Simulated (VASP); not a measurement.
# Sb in VASP: relaxation of the atoms with PBE

Aim: the relaxation of the atoms of Sb with PBE.

All numbers are computed with VASP 6.6.1; they aren't measurements. Logs are shortened: lines on timing, memory, paths and dates and some standing lists are left out, and cuts for length are marked.

### Step 1. The cell of the first run

The cell holds a slab with vacuum, 4 atoms: a = 3.388 Å, b = 3.388 Å, c = 23.187 Å, α = 90.00°, β = 90.00°, γ = 90.00°.

### Step 2. Relaxation of the atoms, PBE

INCAR

```
ALGO     = Normal         # electronic algorithm
DIPOL    = 0.5 0.5 0.500
EDIFF    = 1E-6           # SCF threshold, eV
EDIFFG   = -0.01          # ionic threshold
ENCUT    = 520            # plane-wave cutoff, eV
GGA      = PE             # functional
IBRION   = 2              # ionic algorithm
IDIPOL   = 3            
ISIF     = 2              # what is computed and relaxed
ISMEAR   = -1             # smearing method
LASPH    = T              # aspherical terms in the spheres
LCHARG   = F              # write CHGCAR
LDIPOL   = T            
LREAL    = F              # projectors in reciprocal space
LWAVE    = F              # write WAVECAR
NELM     = 60             # most SCF steps
NSW      = 32             # ionic steps
PREC     = Accurate       # precision mode
SIGMA    = 0.05           # smearing width, eV
```

KPOINTS

```
k-points
0
Gamma
  10 10 1
```

POSCAR

```
Sb
1.0
    3.3880510193      0.0000000000      0.0000000000
    0.0000000000      3.3880510193      0.0000000000
    0.0000000000      0.0000000000     23.1871000000
Sb
4
Direct
    0.2500000000      0.2500000000      0.3572124711
    0.7500000000      0.7500000000      0.4419202006
    0.2500000000      0.2500000000      0.5580797843
    0.7500000000      0.7500000000      0.6427875433
```

Potentials or basis: VASP PAW PBE potentials, release 64 (Sb).

On the command line:

```
$ cat potpaw_PBE.64/Sb/POTCAR > POTCAR
$ mpirun -np 1 vasp_std > vasp.out
```

OUTCAR:

```text
EDIFF = 1E-6
   EDIFFG = -0.01
   ENCUT = 520
   GGA = PE
   IBRION = 2
   ISIF = 2
   ISMEAR = -1
   LASPH = T
   LREAL = F
   NELM = 60
   NSW = 32
   PREC = Accurate

 ion  position               nearest neighbor table
   1  0.250  0.250  0.357-   2 3.10   2 3.10   2 3.10   2 3.10
   2  0.750  0.750  0.442-   1 3.10   1 3.10   1 3.10   1 3.10   3 3.60   3 3.60   3 3.60   3 3.60

   3  0.250  0.250  0.558-   4 3.10   4 3.10   4 3.10   4 3.10   2 3.60   2 3.60   2 3.60   2 3.60

   4  0.750  0.750  0.643-   3 3.10   3 3.10   3 3.10   3 3.10

  LATTYP: Found a simple tetragonal cell.
 ALAT       =     3.3880510193
 C/A-ratio  =     6.8437871413

  Lattice vectors:

 A1 = (   3.3880510193,   0.0000000000,   0.0000000000)
 A2 = (   0.0000000000,   3.3880510193,   0.0000000000)
 A3 = (   0.0000000000,   0.0000000000,  23.1871000000)

Analysis of symmetry for initial positions (statically):
=====================================================================
 Subroutine PRICEL returns:
 Original cell was already a primitive cell.

 Routine SETGRP: Setting up the symmetry group for a
 simple tetragonal supercell.

 Subroutine GETGRP returns: Found 16 space group operations
 (whereof  4 operations were pure point group operations)
 out of a pool of 16 trial point group operations.

The static configuration has the point symmetry C_2h.
 The point group associated with its full space group is D_4h.

Analysis of symmetry for dynamics (positions and initial velocities):
=====================================================================
 Subroutine PRICEL returns:
 Original cell was already a primitive cell.

 Routine SETGRP: Setting up the symmetry group for a
 simple tetragonal supercell.

 Subroutine GETGRP returns: Found 16 space group operations
 (whereof  4 operations were pure point group operations)
 out of a pool of 16 trial point group operations.

The dynamic configuration has the point symmetry C_2h.
 The point group associated with its full space group is D_4h.

 Subroutine INISYM returns: Found 16 space group operations
 (whereof  4 operations are pure point group operations),
 and found     1 'primitive' translations

----------------------------------------------------------------------------------------

                                     Primitive cell

  volume of cell :     266.1622

  direct lattice vectors                    reciprocal lattice vectors
     3.388051019  0.000000000  0.000000000     0.295154941  0.000000000  0.000000000
     0.000000000  3.388051019  0.000000000     0.000000000  0.295154941  0.000000000
     0.000000000  0.000000000 23.187100000     0.000000000  0.000000000  0.043127429

  length of vectors
     3.388051019  3.388051019 23.187100000     0.295154941  0.295154941  0.043127429

  position of ions in fractional coordinates (direct lattice)
     0.250000000  0.250000000  0.357212471
     0.750000000  0.750000000  0.441920201
     0.250000000  0.250000000  0.558079784
     0.750000000  0.750000000  0.642787543

  ion indices of the primitive-cell ions
   primitive index   ion index
                 1           1
                 2           2
                 3           3
                 4           4

----------------------------------------------------------------------------------------

 KPOINTS: k-points

Automatic generation of k-mesh.
 Grid dimensions read from file:
 generate k-points for:   10   10    1

 Generating k-lattice:

  Cartesian coordinates                     Fractional coordinates (reciprocal lattice)
     0.029515494  0.000000000  0.000000000     0.100000000  0.000000000  0.000000000
     0.000000000  0.029515494  0.000000000     0.000000000  0.100000000  0.000000000
     0.000000000  0.000000000  0.043127429     0.000000000  0.000000000  1.000000000

  Length of vectors
     0.029515494  0.029515494  0.043127429

  Shift w.r.t. Gamma in fractional coordinates (k-lattice)
     0.000000000  0.000000000  0.000000000

 Subroutine IBZKPT returns following result:
 ===========================================

 Found     21 irreducible k-points:

 Following reciprocal coordinates:
            Coordinates               Weight
  0.000000  0.000000  0.000000      1.000000
  0.100000  0.000000  0.000000      4.000000
  0.200000  0.000000  0.000000      4.000000
  0.300000  0.000000  0.000000      4.000000
  0.400000  0.000000  0.000000      4.000000
  0.500000  0.000000  0.000000      2.000000
[... 13 lines left out ...]
  0.500000  0.400000  0.000000      4.000000
  0.500000  0.500000  0.000000      1.000000
   k-points           NKPTS =     21   k-points in BZ     NKDIM =     21   number of bands    NBANDS=     14
   number of dos      NEDOS =    301   number of ions     NIONS =      4
   total plane-waves  NPLWV = 141120
   dimension x,y,z NGX =    28 NGY =   28 NGZ =  180
   dimension x,y,z NGXF=    56 NGYF=   56 NGZF=  360
   ions per type =               4
   NGX,Y,Z   is equivalent  to a cutoff of  13.74, 13.74, 12.91 a.u.
   NGXF,Y,Z  is equivalent  to a cutoff of  27.48, 27.48, 25.81 a.u.
 SYSTEM =  unknown system
   PREC   = accura    normal or accurate (medium, high low for compatibility)
   ISTART =      0    job   : 0-new  1-cont  2-samecut
   ICHARG =      2    charge: 1-file 2-atom 10-const
   ISPIN  =      1    spin polarized calculation?
   LNONCOLLINEAR =      F non collinear calculations
   LSORBIT =      F    spin-orbit coupling
   LASPH  =      T    aspherical Exc in radial PAW
   ENCUT  =  520.0 eV  38.22 Ry    6.18 a.u.   6.30  6.30 43.11*2*pi/ulx,y,z
   NELM   =     60;   NELMIN=  2; NELMDL= -5     # of ELM steps
   EDIFF  = 0.1E-05   stopping-criterion for ELM
   LREAL  =      F    real-space projection
   EDIFFG = -.1E-01   stopping-criterion for IOM
   NSW    =     32    number of steps for IOM
   IBRION =      2    ionic relax: 0-MD 1-quasi-New 2-CG
   NFREE  =      1    steps in history (QN), initial steepest desc. (CG)
   ISIF   =      2    stress and relaxation
   ISYM   =      2    0-nonsym 1-usesym 2-fastsym
   POTIM  = 0.5000    time-step for ionic-motion
   TEBEG  =    0.0;   TEEND  =   0.0 temperature during run
   PSTRESS=    0.0 pullay stress
   NELECT =      20.0000    total number of electrons
   NUPDOWN=      -1.0000    fix difference up-down
   EMIN   =  10.00;   EMAX   =-10.00  energy-range for DOS
   EFERMI =   0.00;   METHOD = LEGACY
   ISMEAR =    -1;   SIGMA  =   0.05  broadening in eV -4-tet -1-fermi 0-gaus
   EFERMI_NEDOS =   21; number of points for ismear=-14 and -15
   IALGO  =     38    algorithm
   IMIX   =      4    mixing-type and parameters
     AMIX     =   0.40;   BMIX     =  1.00
     AMIX_MAG =   1.60;   BMIX_MAG =  1.00
  volume/ion in A,a.u.               =      66.54       449.04
  Fermi-wavevector in a.u.,A,eV,Ry     =   0.690827  1.305474  6.493273  0.477242
  Thomas-Fermi vector in A             =   1.772306
   LORBIT       =      0    0 simple, 1 ext, 2 COOP (PROOUT), +10 PAW based schemes
   GGA     = PE    functional components
   LHFCALC =     F    Hartree Fock is set to
   AEXX    =    0.0000 exact exchange contribution
   IVDW    =     0    specifies the selected vdW correction
   LEPSILON=     F    determine dielectric tensor
   LRPA    =     F    only Hartree local field effects (RPA)
 conjugate gradient relaxation of ions
 non-spin polarized calculation
  energy-cutoff  :      520.00
  volume of cell :      266.16
 maximum number of plane-waves:      7208
 NGX is ok and might be reduce to    28
   NGX = 13   NGY = 13   NGZ = 87

 number of electron      19.9999998 magnetization

 dipolmoment           0.000000      0.000000      0.000003 electrons x Angstroem

 Free energy of the ion-electron system (eV)
  ---------------------------------------------------
  ext. energy  EPLUGINS =         0.00000000
  ---------------------------------------------------
  free energy    TOTEN  =       -14.92196762 eV

  energy without entropy =      -14.90431376  energy(sigma->0) =      -14.91314069

 E-fermi :   0.9600     XC(G=0):  -4.7370

 val. band max:        0.8958261375   @ k =   0.4000   0.2000   0.0000
 cond. band min:       1.0394578086   @ k =   0.5000   0.4000   0.0000
 fundamental gap:      0.1436316711
 Fermi energy:         0.9599874846

 k-point     1 :       0.0000    0.0000    0.0000
  band No.  band energies     occupation
      1     -11.9715      2.00000
      2     -11.4872      2.00000
      3      -8.4206      2.00000
      4      -6.9355      2.00000
      5      -2.5647      2.00000
      6      -0.3455      2.00000
      7       1.1683      0.03057
      8       1.1683      0.03057
      9       1.6852      0.00000
     10       1.6852      0.00000
     11       2.4381      0.00000
     12       4.0599      0.00000
     13       4.6316      0.00000
     14       4.6838      0.00000

 k-point     2 :       0.1000    0.0000    0.0000
  band No.  band energies     occupation
      1     -11.8394      2.00000
      2     -11.3559      2.00000
      3      -8.3182      2.00000
      4      -6.8763      2.00000
      5      -2.4652      2.00000
      6      -0.6626      2.00000
      7       0.1977      2.00000
      8       0.4128      1.99996
      9       1.3022      0.00213
     10       1.8128      0.00000
     11       3.1115      0.00000
     12       3.2759      0.00000
     13       4.7215      0.00000
     14       4.7403      0.00000
[... 292 lines left out ...]
      1      -7.0616      2.00000
      2      -7.0615      2.00000
      3      -6.7925      2.00000
      4      -6.7924      2.00000
      5      -3.4133      2.00000
      6      -3.4133      2.00000
      7      -3.0919      2.00000
      8      -3.0919      2.00000
      9      -0.9294      2.00000
     10      -0.9293      2.00000
     11       0.3017      2.00000
     12       0.3017      2.00000
     13       1.0395      0.33893
     14       1.0395      0.33888

 k-point    21 :       0.5000    0.5000    0.0000
  band No.  band energies     occupation
      1      -6.6534      2.00000
      2      -6.6534      2.00000
      3      -6.4275      2.00000
      4      -6.4275      2.00000
      5      -3.9875      2.00000
      6      -3.9875      2.00000
      7      -3.4434      2.00000
      8      -3.4434      2.00000
      9      -0.3139      2.00000
     10      -0.3139      2.00000
     11      -0.0308      2.00000
     12      -0.0308      2.00000
     13       1.0919      0.13350
     14       1.0919      0.13345

------------------------ aborting loop because EDIFF is reached ----------------------------------------

 vacuum level on the upper side and lower side of the slab       (xc-potential included)        -0.106        -0.106

  FORCE on cell =-STRESS in cart. coord.  units (eV):
  Direction    XX          YY          ZZ          XY          YZ          ZX
  --------------------------------------------------------------------------------------
  -------------------------------------------------------------------------------------
  Total        2.7566146      2.7566146     -0.0097801     -0.0000000      0.0000000      0.0000000
  in kB       16.5935884     16.5935884     -0.0588718     -0.0000000      0.0000000      0.0000000
  external PRESSURE =      11.0427683 kB  Pullay stress =       0.0000000 kB

 VOLUME and BASIS-vectors are now :
 -----------------------------------------------------------------------------
  energy-cutoff  :      520.00
  volume of cell :      266.16
      direct lattice vectors                 reciprocal lattice vectors
     3.388051019  0.000000000  0.000000000     0.295154941  0.000000000  0.000000000
     0.000000000  3.388051019  0.000000000     0.000000000  0.295154941  0.000000000
     0.000000000  0.000000000 23.187100000     0.000000000  0.000000000  0.043127429

 POSITION                                       TOTAL-FORCE (eV/Angst)
 -----------------------------------------------------------------------------------
      0.84701      0.84701      8.28272        -0.000000      0.000000     -0.003391
      2.54104      2.54104     10.24685         0.000000      0.000000      0.009968
      0.84701      0.84701     12.94025         0.000000      0.000000     -0.009968
      2.54104      2.54104     14.90438         0.000000      0.000000      0.003391
 -----------------------------------------------------------------------------------
    total drift:                               -0.000000     -0.000000      0.000188

  FREE ENERGIE OF THE ION-ELECTRON SYSTEM (eV)
  ---------------------------------------------------
  free  energy   TOTEN  =       -14.9219676197 eV

  energy  without entropy=      -14.9043137571  energy(sigma->0) =      -14.91314069

 reached required accuracy - stopping structural energy minimisation

 vacuum level on the upper side and lower side of the slab         5.037         5.037
```

Run time: 2 min. Hardware: 1 thread of AMD EPYC 7R13, shared host; peak memory 0.36 GiB.

Results:

| Quantity | Value |
| --- | --- |
| Free energy | -14.9220 eV |
| Largest force after relaxing | 0.010 eV/Å |
| Band gap on the k mesh | zero (bands 10 and 11 overlap by 2.15 eV) |

Forces in eV/Å, atoms in the order of the input:
```
Sb   0.000  0.000 -0.003
Sb   0.000  0.000  0.010
Sb   0.000  0.000 -0.010
Sb   0.000  0.000  0.003
```

Final structure:
```cif
data_structure
_symmetry_space_group_name_H-M 'P 1'
_symmetry_Int_Tables_number 1
_cell_length_a 3.3881
_cell_length_b 3.3881
_cell_length_c 23.1871
_cell_angle_alpha 90.000
_cell_angle_beta 90.000
_cell_angle_gamma 90.000
_cell_volume 266.16
loop_
_atom_site_label
_atom_site_type_symbol
_atom_site_fract_x
_atom_site_fract_y
_atom_site_fract_z
_atom_site_occupancy
Sb1 Sb 0.25000 0.25000 0.35721 1
Sb2 Sb 0.75000 0.75000 0.44192 1
Sb3 Sb 0.25000 0.25000 0.55808 1
Sb4 Sb 0.75000 0.75000 0.64279 1
```

Caveat: the relaxation stopped at its first step, so nothing moved; the highest band is partly filled, so the run has too few bands; spin-orbit coupling is left out, which moves the levels of the heavy elements.

The gap in the log of VASP goes by the Fermi energy; the results here count the filled bands.